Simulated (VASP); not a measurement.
A run of VASP 6.6.1:

INCAR

```
SYSTEM = LiCl
ALGO = Normal ; DIPOL = 0.5 0.5 0.500
EDIFF = 1E-6 ; ENCUT = 520
GGA = PE ; IDIPOL = 3
ISIF = 2 ; ISMEAR = 0
LASPH = .TRUE. ; LCHARG = .FALSE.
LDIPOL = .TRUE. ; LREAL = .FALSE.
LWAVE = .FALSE. ; NBANDS = 36
NELM = 80 ; PREC = Accurate
SIGMA = 0.05
```

Contents of KPOINTS:

```
k-points
0
G
  7 7 1
  0 0 0
```

The input POSCAR:

```
LiCl
1.0
    3.6271183800      0.0000000000      0.0000000000
    0.0000000000      3.6271183800      0.0000000000
    0.0000000000      0.0000000000     27.2590398025
Li Cl
5 5
Direct
    0.5000000000      0.5000000000      0.3118231626
    0.0000000000      0.0000000000      0.4059115813
    0.5000000000      0.5000000000      0.5001107311
    0.0000000000      0.0000000000      0.5965337059
    0.5000000000      0.5000000000      0.6850258519
    0.0000000000      0.0000000000      0.3118231626
    0.5000000000      0.5000000000      0.4059115813
    0.0000000000      0.0000000000      0.5004852792
    0.5000000000      0.5000000000      0.5944243160
    0.0000000000      0.0000000000      0.6917596110
```

Potentials or basis: VASP PAW PBE potentials, release 64 (Li_sv, Cl).

Launch:

```console
$ cat potpaw_PBE.64/Li_sv/POTCAR potpaw_PBE.64/Cl/POTCAR > POTCAR
$ mpirun -np 1 vasp_std > vasp.out
```

Hardware: 1 thread of Intel(R) Xeon(R) Platinum 8375C CPU @ 2.90GHz (Ice Lake) (shared host).

Question: How long does it take, and how much memory?

Answer: Wall time 3.2 min on 1 thread of Intel(R) Xeon(R) Platinum 8375C CPU @ 2.90GHz (Ice Lake), with other jobs on the host, peak memory 0.45 GiB. Counts: scf iterations 25, k points 10.
